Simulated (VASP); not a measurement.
# CdF2 in VASP: a series of runs

The runs below take CdF2 through single point, with PBEsol.

All numbers are computed with VASP 6.6.1; they aren't measurements. Logs are shortened: lines on timing, memory, paths and dates and some standing lists are left out, and cuts for length are marked.

## 1. The cell of the first run

It takes space group R3m (No. 160, trigonal). Conventional cell: a = 3.664 Å, b = 3.664 Å, c = 10.654 Å, α = 90.00°, β = 90.00°, γ = 120.00°. Within 3.0 Å of Cd (site symmetry 3m) lie 8 F at 2.20 to 2.93 Å. F (site symmetry 3m) has 4 Cd at 2.32 to 2.59 Å and 6 F at 2.64 to 2.89 Å within 3.1 Å. F (site symmetry 3m) has 4 Cd at 2.20 to 2.93 Å and 6 F at 2.64 to 2.89 Å within 3.0 Å.

## 2. Single point, PBEsol (strained and its atoms moved)

Input file INCAR:

```
SYSTEM = CdF2
  PREC = Accurate
  ENCUT = 700
  EDIFF = 1E-6
  ISMEAR = 0
  SIGMA = 0.02
  LREAL = .False.
  LASPH = .True.
  NELM = 120
  ALGO = Normal
  ISIF = 2
  LWAVE = .False.
  LCHARG = .False.
  GGA = PS
  NBANDS = 24
  GGA_COMPAT = .False.
```

Input file KPOINTS:

```
Automatic mesh
0
Gamma
  8 8 8
  0 0 0
```

Input file POSCAR:

```
CdF2
1.0
   -0.3232800000      2.9137765200      2.9137765200
    2.5904965200      0.0000000000      2.5904965200
    2.5904965200      2.5904965200      0.0000000000
Cd F
1 2
Direct
   -0.0319580289      0.0106526763      0.0106526763
    0.2379771429      0.2540076190      0.2540076190
    0.7939808860      0.7353397047      0.7353397047
```

Potentials or basis: VASP PAW PBE potentials, release 64 (Cd_sv_GW, F).

Command:

```bash
cat potpaw_PBE.64/Cd_sv_GW/POTCAR potpaw_PBE.64/F/POTCAR > POTCAR
mpirun -np 1 vasp_std > vasp.out
```

OUTCAR:

```text
SYSTEM = CdF2
   PREC = Accurate
   ENCUT = 700
   EDIFF = 1E-6
   ISMEAR = 0
   LREAL = .False.
   LASPH = .True.
   NELM = 120
   ISIF = 2
   GGA = PS

 ion  position               nearest neighbor table
   1  0.968  0.011  0.011-   3 2.20   3 2.20   3 2.20
   2  0.238  0.254  0.254-
   3  0.794  0.735  0.735-   1 2.20   1 2.20   1 2.20

  LATTYP: Found a trigonal (rhomboedric) cell.
 ALAT       =     4.1333639055
 COS(alpha) =     0.6072115209

  Lattice vectors:

 A1 = (  -2.9137765200,   2.9137765200,   0.3232800000)
 A2 = (  -2.9137765200,   0.3232800000,   2.9137765200)
 A3 = (  -0.3232800000,   2.9137765200,   2.9137765200)

Analysis of symmetry for initial positions (statically):
=====================================================================
 Subroutine PRICEL returns:
 Original cell was already a primitive cell.

 Routine SETGRP: Setting up the symmetry group for a
 trigonal (rhombohedral) supercell.

 Subroutine GETGRP returns: Found  6 space group operations
 (whereof  6 operations were pure point group operations)
 out of a pool of 12 trial point group operations.

The static configuration has the point symmetry C_3v.

Analysis of symmetry for dynamics (positions and initial velocities):
=====================================================================
 Subroutine PRICEL returns:
 Original cell was already a primitive cell.

 Routine SETGRP: Setting up the symmetry group for a
 trigonal (rhombohedral) supercell.

 Subroutine GETGRP returns: Found  6 space group operations
 (whereof  6 operations were pure point group operations)
 out of a pool of 12 trial point group operations.

The dynamic configuration has the point symmetry C_3v.

 Subroutine INISYM returns: Found  6 space group operations
 (whereof  6 operations are pure point group operations),
 and found     1 'primitive' translations

----------------------------------------------------------------------------------------

                                     Primitive cell

  volume of cell :      41.2762

  direct lattice vectors                    reciprocal lattice vectors
    -0.323280000  2.913776520  2.913776520    -0.162579604  0.162579604  0.162579604
     2.590496520  0.000000000  2.590496520     0.182868662 -0.182868662  0.203157720
     2.590496520  2.590496520  0.000000000     0.182868662  0.203157720 -0.182868662

  length of vectors
     4.133363906  3.663515312  3.663515312     0.281596134  0.328869206  0.328869206

  position of ions in fractional coordinates (direct lattice)
     0.968041971  0.010652676  0.010652676
     0.237977143  0.254007619  0.254007619
     0.793980886  0.735339705  0.735339705

  ion indices of the primitive-cell ions
   primitive index   ion index
                 1           1
                 2           2
                 3           3

----------------------------------------------------------------------------------------

 KPOINTS: Automatic mesh

Automatic generation of k-mesh.
 Grid dimensions read from file:
 generate k-points for:    8    8    8

 Generating k-lattice:

  Cartesian coordinates                     Fractional coordinates (reciprocal lattice)
    -0.020322451  0.020322451  0.020322451     0.125000000  0.000000000  0.000000000
     0.022858583 -0.022858583  0.025394715     0.000000000  0.125000000  0.000000000
     0.022858583  0.025394715 -0.022858583     0.000000000  0.000000000  0.125000000

  Length of vectors
     0.035199517  0.041108651  0.041108651

  Shift w.r.t. Gamma in fractional coordinates (k-lattice)
     0.000000000  0.000000000  0.000000000

 Subroutine IBZKPT returns following result:
 ===========================================

 Found     65 irreducible k-points:

 Following reciprocal coordinates:
            Coordinates               Weight
  0.000000  0.000000  0.000000      1.000000
  0.125000  0.000000  0.000000      2.000000
  0.250000  0.000000  0.000000      2.000000
  0.375000  0.000000  0.000000      2.000000
  0.500000  0.000000  0.000000      1.000000
 -0.000000  0.125000  0.000000      6.000000
[... 16 lines left out ...]
  0.125000  0.375000  0.000000      6.000000
  0.250000  0.375000  0.000000      6.000000
 [... further k-points ...]
   k-points           NKPTS =     65   k-points in BZ     NKDIM =     65   number of bands    NBANDS=     24
   number of dos      NEDOS =    301   number of ions     NIONS =      3
   total plane-waves  NPLWV =  36864
   dimension x,y,z NGX =    36 NGY =   32 NGZ =   32
   dimension x,y,z NGXF=    72 NGYF=   64 NGZF=   64
   ions per type =               1   2
   NGX,Y,Z   is equivalent  to a cutoff of  14.48, 14.52, 14.52 a.u.
   NGXF,Y,Z  is equivalent  to a cutoff of  28.96, 29.04, 29.04 a.u.
 SYSTEM =  CdF2
   PREC   = accura    normal or accurate (medium, high low for compatibility)
   ISTART =      0    job   : 0-new  1-cont  2-samecut
   ICHARG =      2    charge: 1-file 2-atom 10-const
   ISPIN  =      1    spin polarized calculation?
   LNONCOLLINEAR =      F non collinear calculations
   LSORBIT =      F    spin-orbit coupling
   LASPH  =      T    aspherical Exc in radial PAW
   ENCUT  =  700.0 eV  51.45 Ry    7.17 a.u.   8.92  7.90  7.90*2*pi/ulx,y,z
   NELM   =    120;   NELMIN=  2; NELMDL= -5     # of ELM steps
   EDIFF  = 0.1E-05   stopping-criterion for ELM
   LREAL  =      F    real-space projection
   EDIFFG = 0.1E-04   stopping-criterion for IOM
   NSW    =      0    number of steps for IOM
   IBRION =     -1    ionic relax: 0-MD 1-quasi-New 2-CG
   NFREE  =      0    steps in history (QN), initial steepest desc. (CG)
   ISIF   =      2    stress and relaxation
   ISYM   =      2    0-nonsym 1-usesym 2-fastsym
   POTIM  = 0.5000    time-step for ionic-motion
   TEBEG  =    0.0;   TEEND  =   0.0 temperature during run
   PSTRESS=    0.0 pullay stress
   NELECT =      34.0000    total number of electrons
   NUPDOWN=      -1.0000    fix difference up-down
   EMIN   =  10.00;   EMAX   =-10.00  energy-range for DOS
   EFERMI =   0.00;   METHOD = LEGACY
   ISMEAR =     0;   SIGMA  =   0.02  broadening in eV -4-tet -1-fermi 0-gaus
   EFERMI_NEDOS =   21; number of points for ismear=-14 and -15
   IALGO  =     38    algorithm
   IMIX   =      4    mixing-type and parameters
     AMIX     =   0.40;   BMIX     =  1.00
     AMIX_MAG =   1.60;   BMIX_MAG =  1.00
  volume/ion in A,a.u.               =      13.76        92.85
  Fermi-wavevector in a.u.,A,eV,Ry     =   1.534621  2.900013 32.042560  2.355062
  Thomas-Fermi vector in A             =   2.641523
   LORBIT       =      0    0 simple, 1 ext, 2 COOP (PROOUT), +10 PAW based schemes
   GGA     = PS    functional components
   LHFCALC =     F    Hartree Fock is set to
   AEXX    =    0.0000 exact exchange contribution
   IVDW    =     0    specifies the selected vdW correction
   LEPSILON=     F    determine dielectric tensor
   LRPA    =     F    only Hartree local field effects (RPA)
 non-spin polarized calculation
 Gauss-broadening in eV      SIGMA  =   0.02
  energy-cutoff  :      700.00
  volume of cell :       41.28
 maximum number of plane-waves:      1756
   NGX = 17   NGY = 15   NGZ = 15

 number of electron      34.0000002 magnetization

 Free energy of the ion-electron system (eV)
  ---------------------------------------------------
  ext. energy  EPLUGINS =         0.00000000
  ---------------------------------------------------
  free energy    TOTEN  =       -11.55531390 eV

  energy without entropy =      -11.55531390  energy(sigma->0) =      -11.55531390

 E-fermi :   0.3839     XC(G=0): -10.4852

 val. band max:        0.0981343797   @ k =   0.5000   0.5000   0.0000
 cond. band min:       3.0319216644   @ k =   0.0000   0.0000   0.0000
 fundamental gap:      2.9337872848
 Fermi energy:         0.3839256877

 k-point     1 :       0.0000    0.0000    0.0000
  band No.  band energies     occupation
      1     -98.2798      2.00000
      2     -59.4630      2.00000
      3     -59.3766      2.00000
      4     -59.3766      2.00000
      5     -20.6542      2.00000
      6     -19.5310      2.00000
[... 16 lines left out ...]
     23      19.5632      0.00000
     24      19.5632      0.00000

 k-point     2 :       0.1250    0.0000    0.0000
  band No.  band energies     occupation
      1     -98.2798      2.00000
      2     -59.4631      2.00000
      3     -59.3766      2.00000
      4     -59.3766      2.00000
      5     -20.6267      2.00000
      6     -19.5579      2.00000
[... 16 lines left out ...]
     23      19.4194      0.00000
     24      19.4194      0.00000

 k-point     3 :       0.2500    0.0000    0.0000
  band No.  band energies     occupation
      1     -98.2798      2.00000
      2     -59.4633      2.00000
      3     -59.3766      2.00000
      4     -59.3766      2.00000
      5     -20.5544      2.00000
      6     -19.6286      2.00000
[... 16 lines left out ...]
     23      19.1223      0.00000
     24      19.1223      0.00000

 k-point     4 :       0.3750    0.0000    0.0000
  band No.  band energies     occupation
      1     -98.2798      2.00000
      2     -59.4636      2.00000
      3     -59.3766      2.00000
      4     -59.3766      2.00000
      5     -20.4699      2.00000
      6     -19.7111      2.00000
[... 16 lines left out ...]
     23      18.8643      0.00000
     24      18.8643      0.00000

 k-point     5 :       0.5000    0.0000    0.0000
  band No.  band energies     occupation
      1     -98.2798      2.00000
      2     -59.4637      2.00000
      3     -59.3767      2.00000
      4     -59.3767      2.00000
      5     -20.4294      2.00000
      6     -19.7507      2.00000
[... 451 lines left out ...]
 k-point    22 :      -0.0000    0.3750    0.0000
  band No.  band energies     occupation
      1     -98.2797      2.00000
      2     -59.4629      2.00000
      3     -59.3798      2.00000
      4     -59.3774      2.00000
      5     -20.3596      2.00000
      6     -19.7566      2.00000
[... 16 lines left out ...]
     23      18.1670      0.00000
     24      18.2226      0.00000

 k-point    23 :       0.1250    0.3750    0.0000
  band No.  band energies     occupation
      1     -98.2797      2.00000
      2     -59.4629      2.00000
      3     -59.3798      2.00000
      4     -59.3774      2.00000
      5     -20.3753      2.00000
      6     -19.7392      2.00000
[... 16 lines left out ...]
     23      18.7153      0.00000
     24      18.8324      0.00000

 k-point    24 :       0.2500    0.3750    0.0000
  band No.  band energies     occupation
      1     -98.2797      2.00000
      2     -59.4630      2.00000
      3     -59.3798      2.00000
      4     -59.3774      2.00000
      5     -20.3714      2.00000
      6     -19.7355      2.00000
[... 16 lines left out ...]
     23      19.0730      0.00000
     24      19.4260      0.00000

 [... further k-points ...]
[... 5 lines left out ...]
  --------------------------------------------------------------------------------------
  -------------------------------------------------------------------------------------
  Total        0.1325069      0.1325069      0.1325069      0.3960174     -0.3960174      0.3960174
  in kB        5.1433871      5.1433871      5.1433871     15.3718068    -15.3718068     15.3718068
  external PRESSURE =       5.1433871 kB  Pullay stress =       0.0000000 kB

 VOLUME and BASIS-vectors are now :
 -----------------------------------------------------------------------------
  energy-cutoff  :      700.00
  volume of cell :       41.28
      direct lattice vectors                 reciprocal lattice vectors
    -0.323280000  2.913776520  2.913776520    -0.162579604  0.162579604  0.162579604
     2.590496520  0.000000000  2.590496520     0.182868662 -0.182868662  0.203157720
     2.590496520  2.590496520  0.000000000     0.182868662  0.203157720 -0.182868662

 POSITION                                       TOTAL-FORCE (eV/Angst)
 -----------------------------------------------------------------------------------
     -0.25776      2.84825      2.84825        -0.155651      0.155651      0.155651
      1.23908      1.35142      1.35142        -0.233507      0.233507      0.233507
      3.55311      4.21838      4.21838         0.389158     -0.389158     -0.389158
 -----------------------------------------------------------------------------------
    total drift:                               -0.000284      0.000303      0.000304

  FREE ENERGIE OF THE ION-ELECTRON SYSTEM (eV)
  ---------------------------------------------------
  free  energy   TOTEN  =       -11.5553138950 eV

  energy  without entropy=      -11.5553138950  energy(sigma->0) =      -11.55531390
```

Run time: 97 s. Hardware: 1 thread of Intel Xeon Platinum 8259CL at 2.50GHz (Skylake/Cascade Lake), shared host; peak memory 0.26 GiB.

What came out:

```yaml
Free_energy: -11.5553 eV
Pressure: 0.5 GPa
Largest_force: 0.674 eV/Å
Band_gap_on_the_k_mesh: 2.93 eV (least direct gap 3.19 eV)
```

Forces on the atoms (eV/Å):
```
Cd  -0.156  0.156  0.156
F   -0.234  0.234  0.234
F    0.389 -0.389 -0.389
```

Levels at points of the mesh, in eV from the valence-band top:
| k point | band 15 | band 16 | band 17 | band 18 | band 19 | band 20 |
| --- | --- | --- | --- | --- | --- | --- |
| (0.00, 0.00, 0.00) | -0.69 | -0.25 | -0.25 | 2.93 | 10.66 | 13.51 |
| (0.50, 0.00, 0.00) | -1.60 | -0.17 | -0.17 | 6.00 | 7.92 | 14.73 |
| (0.00, 0.50, 0.00) | -1.50 | -0.77 | -0.21 | 7.21 | 9.07 | 12.48 |
| (0.50, 0.50, 0.00) | -0.62 | -0.36 | 0.00 | 7.81 | 9.16 | 11.40 |

Caveat: the cell differs from its parent crystal (strained and its atoms moved); the PAW data sets were made with another functional, which shifts forces and pressure a little. A k mesh can miss the band edges.

## 3. Single point, PBEsol (strained and its atoms moved)

Input file INCAR:

```
SYSTEM = CdF2
PREC = Accurate
ENCUT = 700
EDIFF = 1E-6
ISMEAR = 0
SIGMA = 0.02
LREAL = .False.
LASPH = .True.
NELM = 120
ALGO = Normal
ISIF = 2
LWAVE = .False.
LCHARG = .True.
GGA = PS
LELF = .True.
LVHAR = .True.
NBANDS = 24
GGA_COMPAT = .False.
```

KPOINTS is that of step 2.

Input file POSCAR:

```
CdF2
1.0
    0.0802273200      2.7927351000      2.8041576600
    2.7927351000      0.0802273200      2.8041576600
    2.7652024200      2.7652024200      0.1077600000
Cd F
1 2
Direct
    0.0080095698      0.0080095698      0.0232851958
    0.2367085635      0.2367085635      0.2421523355
    0.7552818667      0.7552818667      0.7345624687
```

Potentials or basis: VASP PAW PBE potentials, release 64 (Cd_sv_GW, F).

Command:

```bash
cat potpaw_PBE.64/Cd_sv_GW/POTCAR potpaw_PBE.64/F/POTCAR > POTCAR
mpirun -np 1 vasp_std > vasp.out
```

It took 4.5 min on 1 thread of Intel Xeon Platinum 8375C at 2.90GHz (Ice Lake), shared host; peak memory 0.39 GiB.

Results (log left out):

- Free energy: -11.5868 eV
- Pressure: -3.6 GPa
- Largest force: 0.832 eV/Å
- Band gap on the k mesh: 2.78 eV (least direct gap 3.24 eV)

Forces on the atoms (eV/Å):
```
Cd  -0.582 -0.582 -0.126
F    0.423  0.423  0.504
F    0.159  0.159 -0.378
```

Stress tensor (GPa, compression positive):
```
-3.70  1.32 -0.17
 1.32 -3.70 -0.17
-0.17 -0.17 -3.43
```

Levels at points of the mesh, in eV from the valence-band top:
```tsv
k point	band 13	band 14	band 15	band 16	band 17	band 18	band 19	band 20	band 21	band 22
(0.00, 0.00, 0.00)	-0.84	-0.75	-0.63	-0.57	-0.46	2.78	12.01	12.37	12.81	16.87
(0.50, 0.00, 0.00)	-2.06	-1.69	-1.47	-0.49	-0.34	6.68	8.79	13.68	14.27	16.90
(0.50, 0.50, 0.00)	-2.64	-2.44	-0.37	-0.17	0.00	7.46	9.26	11.53	13.75	13.86
(0.00, 0.00, 0.50)	-2.04	-1.74	-1.58	-0.52	-0.39	6.85	8.97	13.69	14.01	16.72
(0.50, 0.00, 0.50)	-2.62	-2.51	-0.34	-0.12	-0.07	7.49	9.19	11.59	13.55	14.02
(0.50, 0.50, 0.50)	-1.90	-1.73	-1.57	-0.40	-0.26	6.57	8.75	13.87	14.49	17.69
```

Caveat: the cell differs from its parent crystal (strained and its atoms moved); the cell stands under tension; the PAW data sets were made with another functional, which shifts forces and pressure a little. A k mesh can miss the band edges.
